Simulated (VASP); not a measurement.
# Si4Sn (Im-3m) in VASP: a series of runs

Runs on Si4Sn. Level: PBE. Tasks: single point, relaxation of cell and atoms.

All numbers are computed with VASP 6.6.1; they aren't measurements. Logs are shortened: lines on timing, memory, paths and dates and some standing lists are left out, and cuts for length are marked.

## (1) The cell of the first run

The structure is cubic, space group Im-3m (No. 229). Conventional cell: a = 5.532 Å, b = 5.532 Å, c = 5.532 Å, α = 90.00°, β = 90.00°, γ = 90.00°. Si (site symmetry -3m) has 2 Sn at 2.40 Å and 6 Si at 2.77 Å within 3.2 Å. Within 3.2 Å of Sn (site symmetry m-3m) lie 8 Si at 2.40 Å.

## (2) Single point, PBE

Input file INCAR:

```
SYSTEM = Si4Sn
PREC = Accurate ; ENCUT = 520
EDIFF = 1E-6 ; ISMEAR = 0
SIGMA = 0.1 ; LREAL = .False.
LASPH = .True. ; NELM = 60
ALGO = Normal ; ISIF = 2
LWAVE = .False. ; LCHARG = .True.
GGA = PE ; LELF = .True.
LVHAR = .True. ; NBANDS = 23
```

Input file KPOINTS:

```
regular mesh
0
Gamma
  4 4 4
  0 0 0
```

Input file POSCAR:

```
Si4Sn
1.0
   -2.7659720800      2.7659720800      2.7659720800
    2.7659720800     -2.7659720800      2.7659720800
    2.7659720800      2.7659720800     -2.7659720800
Si Sn
4 1
Direct
    0.5000000000      0.5000000000      0.5000000000
    0.5000000000      0.0000000000      0.0000000000
    0.0000000000      0.0000000000      0.5000000000
    0.0000000000      0.5000000000      0.0000000000
    0.0000000000      0.0000000000      0.0000000000
```

Potentials or basis: VASP PAW PBE potentials, release 64 (Si, Sn_d).

Launch:

```
> cat potpaw_PBE.64/Si/POTCAR potpaw_PBE.64/Sn_d/POTCAR > POTCAR
> mpirun -np 1 vasp_std > vasp.out
```

OUTCAR:

```text
SYSTEM = Si4Sn
   PREC = Accurate
   ENCUT = 520
   EDIFF = 1E-6
   ISMEAR = 0
   LREAL = .False.
   LASPH = .True.
   NELM = 60
   ISIF = 2
   GGA = PE

 ion  position               nearest neighbor table
   1  0.500  0.500  0.500-   5 2.40   5 2.40   4 2.77   2 2.77   2 2.77   4 2.77   3 2.77   3 2.77

   2  0.500  0.000  0.000-   5 2.40   5 2.40   4 2.77   1 2.77   1 2.77   3 2.77   3 2.77   4 2.77

   3  0.000  0.000  0.500-   5 2.40   5 2.40   4 2.77   1 2.77   2 2.77   4 2.77   2 2.77   1 2.77

   4  0.000  0.500  0.000-   5 2.40   5 2.40   3 2.77   1 2.77   2 2.77   3 2.77   1 2.77   2 2.77

   5  0.000  0.000  0.000-   1 2.40   2 2.40   3 2.40   4 2.40   3 2.40   4 2.40   2 2.40   1 2.40

  LATTYP: Found a body centered cubic cell.
 ALAT       =     5.5319441600

  Lattice vectors:

 A1 = (  -2.7659720800,   2.7659720800,   2.7659720800)
 A2 = (   2.7659720800,  -2.7659720800,   2.7659720800)
 A3 = (   2.7659720800,   2.7659720800,  -2.7659720800)

Analysis of symmetry for initial positions (statically):
=====================================================================
 Subroutine PRICEL returns:
 Original cell was already a primitive cell.

 Routine SETGRP: Setting up the symmetry group for a
 body centered cubic supercell.

 Subroutine GETGRP returns: Found 48 space group operations
 (whereof 48 operations were pure point group operations)
 out of a pool of 48 trial point group operations.

The static configuration has the point symmetry O_h .

Analysis of symmetry for dynamics (positions and initial velocities):
=====================================================================
 Subroutine PRICEL returns:
 Original cell was already a primitive cell.

 Routine SETGRP: Setting up the symmetry group for a
 body centered cubic supercell.

 Subroutine GETGRP returns: Found 48 space group operations
 (whereof 48 operations were pure point group operations)
 out of a pool of 48 trial point group operations.

The dynamic configuration has the point symmetry O_h .

 Subroutine INISYM returns: Found 48 space group operations
 (whereof 48 operations are pure point group operations),
 and found     1 'primitive' translations

----------------------------------------------------------------------------------------

[... 79 lines left out ...]
   ENCUT  =  520.0 eV  38.22 Ry    6.18 a.u.   8.91  8.91  8.91*2*pi/ulx,y,z
   NELM   =     60;   NELMIN=  2; NELMDL= -5     # of ELM steps
   EDIFF  = 0.1E-05   stopping-criterion for ELM
   LREAL  =      F    real-space projection
   EDIFFG = 0.1E-04   stopping-criterion for IOM
   NSW    =      0    number of steps for IOM
   IBRION =     -1    ionic relax: 0-MD 1-quasi-New 2-CG
   NFREE  =      0    steps in history (QN), initial steepest desc. (CG)
   ISIF   =      2    stress and relaxation
   ISYM   =      2    0-nonsym 1-usesym 2-fastsym
   POTIM  = 0.5000    time-step for ionic-motion
   TEBEG  =    0.0;   TEEND  =   0.0 temperature during run
   PSTRESS=    0.0 pullay stress
   NELECT =      30.0000    total number of electrons
   NUPDOWN=      -1.0000    fix difference up-down
   EMIN   =  10.00;   EMAX   =-10.00  energy-range for DOS
   EFERMI =   0.00;   METHOD = LEGACY
   ISMEAR =     0;   SIGMA  =   0.10  broadening in eV -4-tet -1-fermi 0-gaus
   EFERMI_NEDOS =   21; number of points for ismear=-14 and -15
   IALGO  =     38    algorithm
   IMIX   =      4    mixing-type and parameters
     AMIX     =   0.40;   BMIX     =  1.00
     AMIX_MAG =   1.60;   BMIX_MAG =  1.00
  volume/ion in A,a.u.               =      16.93       114.24
  Fermi-wavevector in a.u.,A,eV,Ry     =   1.158548  2.189339 18.262203  1.342234
  Thomas-Fermi vector in A             =   2.295149
   LORBIT       =      0    0 simple, 1 ext, 2 COOP (PROOUT), +10 PAW based schemes
   GGA     = PE    functional components
   LHFCALC =     F    Hartree Fock is set to
   AEXX    =    0.0000 exact exchange contribution
   IVDW    =     0    specifies the selected vdW correction
   LEPSILON=     F    determine dielectric tensor
   LRPA    =     F    only Hartree local field effects (RPA)
 non-spin polarized calculation
 Gauss-broadening in eV      SIGMA  =   0.10
  energy-cutoff  :      520.00
  volume of cell :       84.65
 maximum number of plane-waves:      2316
   NGX = 17   NGY = 17   NGZ = 17

 number of electron      30.0000002 magnetization

 Free energy of the ion-electron system (eV)
  ---------------------------------------------------
  ext. energy  EPLUGINS =         0.00000000
  ---------------------------------------------------
  free energy    TOTEN  =       -17.56238122 eV

  energy without entropy =      -17.54220116  energy(sigma->0) =      -17.55229119

 E-fermi :   9.4700     XC(G=0): -10.7829

 val. band max:        9.4248312461   @ k =   0.2500   0.2500   0.0000
 cond. band min:       9.6867854118   @ k =   0.2500   0.2500   0.0000
 fundamental gap:      0.2619541658
 Fermi energy:         9.4700339716

 k-point     1 :       0.0000    0.0000    0.0000
  band No.  band energies     occupation
      1     -13.1823      2.00000
      2     -13.1823      2.00000
      3     -13.1823      2.00000
      4     -12.9666      2.00000
      5     -12.9666      2.00000
      6      -5.1233      2.00000
[... 197 lines left out ...]
     22      16.4062      0.00000
     23      16.5245      0.00000

------------------------ aborting loop because EDIFF is reached ----------------------------------------

  FORCE on cell =-STRESS in cart. coord.  units (eV):
  Direction    XX          YY          ZZ          XY          YZ          ZX
  --------------------------------------------------------------------------------------
  -------------------------------------------------------------------------------------
  Total       17.1948400     17.1948400     17.1948400      0.0000000     -0.0000000      0.0000000
  in kB      325.4657964    325.4657964    325.4657964      0.0000000     -0.0000000      0.0000000
  external PRESSURE =     325.4657964 kB  Pullay stress =       0.0000000 kB

 VOLUME and BASIS-vectors are now :
 -----------------------------------------------------------------------------
  energy-cutoff  :      520.00
  volume of cell :       84.65
      direct lattice vectors                 reciprocal lattice vectors
    -2.765972080  2.765972080  2.765972080     0.000000000  0.180768274  0.180768274
     2.765972080 -2.765972080  2.765972080     0.180768274  0.000000000  0.180768274
     2.765972080  2.765972080 -2.765972080     0.180768274  0.180768274  0.000000000

 POSITION                                       TOTAL-FORCE (eV/Angst)
 -----------------------------------------------------------------------------------
      1.38299      1.38299      1.38299         0.000000     -0.000000     -0.000000
     -1.38299      1.38299      1.38299        -0.000000      0.000000     -0.000000
      1.38299      1.38299     -1.38299         0.000000      0.000000      0.000000
      1.38299     -1.38299      1.38299         0.000000      0.000000      0.000000
      0.00000      0.00000      0.00000        -0.000000     -0.000000     -0.000000
 -----------------------------------------------------------------------------------
    total drift:                               -0.000000     -0.000000     -0.000000

  FREE ENERGIE OF THE ION-ELECTRON SYSTEM (eV)
  ---------------------------------------------------
  free  energy   TOTEN  =       -17.5623812240 eV

  energy  without entropy=      -17.5422011648  energy(sigma->0) =      -17.55229119
```

OSZICAR:

```text
N       E                     dE             d eps       ncg     rms          rms(c)
DAV:   1     0.189071479560E+03    0.18907E+03   -0.13356E+04   375   0.149E+03
DAV:   2     0.178189565467E+01   -0.18729E+03   -0.17591E+03   375   0.355E+02
DAV:   3    -0.171363971399E+02   -0.18918E+02   -0.18090E+02   445   0.968E+01
DAV:   4    -0.177833960340E+02   -0.64700E+00   -0.64277E+00   473   0.183E+01
DAV:   5    -0.178041642142E+02   -0.20768E-01   -0.20765E-01   518   0.345E+00    0.787E+00
DAV:   6    -0.176456977442E+02    0.15847E+00   -0.48971E-02   552   0.281E+00    0.456E+00
DAV:   7    -0.175627655912E+02    0.82932E-01   -0.76213E-02   587   0.320E+00    0.245E-01
DAV:   8    -0.175623568479E+02    0.40874E-03   -0.94110E-03   461   0.877E-01    0.128E-01
DAV:   9    -0.175623710133E+02   -0.14165E-04   -0.35645E-04   498   0.225E-01    0.771E-02
DAV:  10    -0.175623785224E+02   -0.75091E-05   -0.36386E-05   483   0.543E-02    0.938E-03
DAV:  11    -0.175623811037E+02   -0.25813E-05   -0.33056E-06   443   0.169E-02    0.268E-03
DAV:  12    -0.175623812240E+02   -0.12028E-06   -0.18420E-07   317   0.317E-03
   1 F= -.17562381E+02 E0= -.17552291E+02  d E =-.201801E-01
```

stdout:

```text
POSCAR found type information on POSCAR SiSn
 POSCAR found :  2 types and       5 ions
 scaLAPACK will be used
 LDA part: xc-table for (Slater+PW92), standard interpolation
 POSCAR, INCAR and KPOINTS ok, starting setup
 FFT: planning ... GRIDC
 FFT: planning ... GRID_SOFT
 FFT: planning ... GRID
 WAVECAR not read
 entering main loop
```

It took 12 s on 1 thread of Intel Xeon 6975P-C (Granite Rapids), shared host; peak memory 0.2 GiB.

Results:

```yaml
Free_energy: -17.5624 eV
Pressure: 32.5 GPa
Band_gap_on_the_k_mesh: zero (band 15 reaches 9.95 eV, above the bottom of band 16 at 6.32 eV)
```

Caveat: the k points lie up to 0.40 Å⁻¹ apart; spin-orbit coupling is left out, which moves the levels of the heavy elements.

## (3) Single point, PBE

This run uses another cell than the first one, of 23.22 Å³/atom, 1.372 times its volume.

Input file INCAR:

```
PREC = Accurate ; ENCUT = 520
EDIFF = 1E-6 ; ISMEAR = 0
SIGMA = 0.1 ; LREAL = F
LASPH = T ; NELM = 100
ALGO = Normal ; ISIF = 2
LWAVE = F ; LCHARG = F
GGA = PE ; NBANDS = 23
```

Input file KPOINTS:

```
regular mesh
0
Gamma
  4 4 4
```

POSCAR, as its differences from that of step 2:

```diff
@@ -2,5 +2,5 @@
 1.0
-   -2.7659720800      2.7659720800      2.7659720800
-    2.7659720800     -2.7659720800      2.7659720800
-    2.7659720800      2.7659720800     -2.7659720800
+   -3.0731858357      3.0731858357      3.0731858357
+    3.0731858357     -3.0731858357      3.0731858357
+    3.0731858357      3.0731858357     -3.0731858357
 Si Sn
```

Potentials or basis: VASP PAW PBE potentials, release 64 (Si, Sn_d).

Launch:

```
> cat potpaw_PBE.64/Si/POTCAR potpaw_PBE.64/Sn_d/POTCAR > POTCAR
> mpirun -np 1 vasp_std > vasp.out
```

Wall time 18 s (1 thread of Intel Xeon 6975P-C (Granite Rapids), shared host); peak memory 0.24 GiB.

Results (log left out):

```
Free energy            : -20.0291 eV
Pressure               : 0.2 GPa
Band gap on the k mesh : zero (band 15 reaches 5.85 eV, above the bottom of band 16 at 3.69 eV)
```

Levels at points of the mesh, in eV from the Fermi level:
```
           k point  band 13  band 14  band 15  band 16  band 17  band 18
(0.00, 0.00, 0.00)    -3.81    -2.13    -2.13    -2.13     2.27     2.27
(0.50, 0.00, 0.00)    -1.28    -0.53    -0.11     0.07     0.46     1.20
(0.50, 0.50, 0.50)    -0.87    -0.87    -0.87     1.88     1.88     1.88
```

Caveat: the k points lie up to 0.36 Å⁻¹ apart; spin-orbit coupling is left out, which moves the levels of the heavy elements.

## (4) Relaxation of cell and atoms, PBE

Input file INCAR:

```
PREC = Accurate
ENCUT = 600
EDIFF = 1E-7
ISMEAR = 0
SIGMA = 0.1
LREAL = False
LASPH = True
NELM = 60
ALGO = Normal
ISIF = 3
LWAVE = False
LCHARG = False
GGA = PE
IBRION = 2
NSW = 90
EDIFFG = -0.04
```

KPOINTS is that of step 3.

POSCAR, as its differences from that of step 3:

```diff
@@ -2,5 +2,5 @@
 1.0
-   -3.0731858357      3.0731858357      3.0731858357
-    3.0731858357     -3.0731858357      3.0731858357
-    3.0731858357      3.0731858357     -3.0731858357
+   -2.7659720800      2.7659720800      2.7659720800
+    2.7659720800     -2.7659720800      2.7659720800
+    2.7659720800      2.7659720800     -2.7659720800
 Si Sn
```

Potentials or basis: VASP PAW PBE potentials, release 64 (Si, Sn_d).

Launch:

```
> cat potpaw_PBE.64/Si/POTCAR potpaw_PBE.64/Sn_d/POTCAR > POTCAR
> mpirun -np 1 vasp_std > vasp.out
```

OUTCAR:

```text
PREC = Accurate
   ENCUT = 600
   EDIFF = 1E-7
   ISMEAR = 0
   LREAL = False
   LASPH = True
   NELM = 60
   ISIF = 3
   GGA = PE
   IBRION = 2
   NSW = 90
   EDIFFG = -0.04

 ion  position               nearest neighbor table
   1  0.500  0.500  0.500-   5 2.40   5 2.40   4 2.77   2 2.77   2 2.77   4 2.77   3 2.77   3 2.77

   2  0.500  0.000  0.000-   5 2.40   5 2.40   4 2.77   1 2.77   1 2.77   3 2.77   3 2.77   4 2.77

   3  0.000  0.000  0.500-   5 2.40   5 2.40   4 2.77   1 2.77   2 2.77   4 2.77   2 2.77   1 2.77

   4  0.000  0.500  0.000-   5 2.40   5 2.40   3 2.77   1 2.77   2 2.77   3 2.77   1 2.77   2 2.77

   5  0.000  0.000  0.000-   1 2.40   2 2.40   3 2.40   4 2.40   3 2.40   4 2.40   2 2.40   1 2.40

  LATTYP: Found a body centered cubic cell.
 ALAT       =     5.5319441600

[... 162 lines left out ...]

 number of electron      30.0000004 magnetization

 Free energy of the ion-electron system (eV)
  ---------------------------------------------------
  ext. energy  EPLUGINS =         0.00000000
  ---------------------------------------------------
  free energy    TOTEN  =       -17.56265412 eV

  energy without entropy =      -17.54247420  energy(sigma->0) =      -17.55256416

 E-fermi :   9.4700     XC(G=0): -10.7828

 val. band max:        9.4248174369   @ k =   0.2500   0.2500   0.0000
 cond. band min:       9.6867859438   @ k =   0.2500   0.2500   0.0000
 fundamental gap:      0.2619685070
 Fermi energy:         9.4700203831
[... 434 lines left out ...]
--------------------------------------- Ionic step        3  -------------------------------------------

 number of electron      30.0000002 magnetization

 Free energy of the ion-electron system (eV)
  ---------------------------------------------------
  ext. energy  EPLUGINS =         0.00000000
  ---------------------------------------------------
  free energy    TOTEN  =       -20.02487427 eV

  energy without entropy =      -19.99545837  energy(sigma->0) =      -20.01016632

 E-fermi :   5.8246     XC(G=0):  -9.4763

 val. band max:        5.8165379452   @ k =   0.2500   0.2500   0.0000
 cond. band min:       5.8585906552   @ k =   0.2500   0.2500   0.2500
 fundamental gap:      0.0420527101
 Fermi energy:         5.8245543338
[... 206 lines left out ...]
  FREE ENERGIE OF THE ION-ELECTRON SYSTEM (eV)
  ---------------------------------------------------
  free  energy   TOTEN  =       -20.0248742726 eV

  energy  without entropy=      -19.9954583695  energy(sigma->0) =      -20.01016632

 reached required accuracy - stopping structural energy minimisation
```

Run time: 42 s. Hardware: 1 thread of Intel Xeon 6975P-C (Granite Rapids), shared host; peak memory 0.25 GiB.

What came out:

* Free energy: -20.0249 eV
* Relaxed volume: 23.21 Å³/atom
* Relaxed cell: a = 5.322 Å, b = 5.322 Å, c = 5.322 Å, α = 109.47°, β = 109.47°, γ = 109.47°
* Space group after relaxing (to 0.05 Å): Im-3m (No. 229)
* Energy gained by relaxing: 492.4 meV/atom
* Ionic steps: 3
* Pressure after relaxing: 0.2 GPa
* Band gap on the k mesh: zero (band 15 reaches 5.86 eV, above the bottom of band 16 at 3.69 eV)

The path:
| step | energy change (eV) | largest force (eV/Å) | pressure (GPa) | volume (Å³) |
| --- | --- | --- | --- | --- |
| 1 | 0.0000 | 0.0000 | 32.57 | 84.65 |
| 2 | -2.1508 | 0.0000 | -5.28 | 134.20 |
| 3 | -2.4622 | 0.0000 | 0.22 | 116.04 |

Final structure:
```yaml
crystal:
  lattice:
    - [-3.07270, 3.07270, 3.07270]
    - [3.07270, -3.07270, 3.07270]
    - [3.07270, 3.07270, -3.07270]
  atoms:
    - { symbol: Si, position: [0.50000, 0.50000, 0.50000] }
    - { symbol: Si, position: [0.50000, 0.00000, 0.00000] }
    - { symbol: Si, position: [0.00000, 0.00000, 0.50000] }
    - { symbol: Si, position: [0.00000, 0.50000, 0.00000] }
    - { symbol: Sn, position: [0.00000, 0.00000, 0.00000] }
```

Caveat: the k points lie up to 0.36 Å⁻¹ apart in the final cell; the volume moved by over 15 % at a fixed basis, so the end points are rough; spin-orbit coupling is left out, which moves the levels of the heavy elements.

## (5) Single point, PBE

This run uses another cell than the first one, of 23.31 Å³/atom, 1.377 times its volume.

Input file INCAR:

```
SYSTEM = Si4Sn
ALGO = Normal
EDIFF = 1E-7
ENCUT = 520
GGA = PE
ISIF = 2
ISMEAR = 0
LASPH = .True.
LCHARG = .False.
LREAL = .False.
LWAVE = .False.
NBANDS = 23
NELM = 80
PREC = Accurate
SIGMA = 0.1
```

Input file KPOINTS:

```
k-points
0
Gamma
  10 10 10
  0 0 0
```

POSCAR, as its differences from that of step 4:

```diff
@@ -2,5 +2,5 @@
 1.0
-   -2.7659720800      2.7659720800      2.7659720800
-    2.7659720800     -2.7659720800      2.7659720800
-    2.7659720800      2.7659720800     -2.7659720800
+   -3.0770773482      3.0770773482      3.0770773482
+    3.0770773482     -3.0770773482      3.0770773482
+    3.0770773482      3.0770773482     -3.0770773482
 Si Sn
```

Launch:

```
> cat potpaw_PBE.64/Si/POTCAR potpaw_PBE.64/Sn_d/POTCAR > POTCAR
> mpirun -np 1 vasp_std > vasp.out
```

It took 72 s on 1 thread of Intel Xeon 6975P-C (Granite Rapids), shared host; peak memory 0.3 GiB.

The run converged. Its results:

```yaml
Free_energy: -20.0619 eV
Pressure: 0.0 GPa
Band_gap_on_the_k_mesh: zero (band 15 reaches 6.27 eV, above the bottom of band 16 at 3.67 eV)
```

Levels at points of the mesh, in eV from the Fermi level:
| k point | band 11 | band 12 | band 13 | band 14 | band 15 | band 16 | band 17 | band 18 | band 19 | band 20 |
| --- | --- | --- | --- | --- | --- | --- | --- | --- | --- | --- |
| (0.00, 0.00, 0.00) | -4.71 | -4.71 | -3.65 | -1.95 | -1.95 | -1.95 | 2.45 | 2.45 | 3.23 | 3.23 |
| (0.50, 0.00, 0.00) | -4.63 | -1.25 | -1.10 | -0.35 | 0.07 | 0.23 | 0.63 | 1.38 | 2.42 | 2.63 |
| (0.50, 0.50, 0.50) | -3.93 | -2.84 | -0.69 | -0.69 | -0.69 | 2.04 | 2.04 | 2.04 | 4.78 | 4.78 |

Caveat: spin-orbit coupling is left out, which moves the levels of the heavy elements.

[end of part 1 of 2]
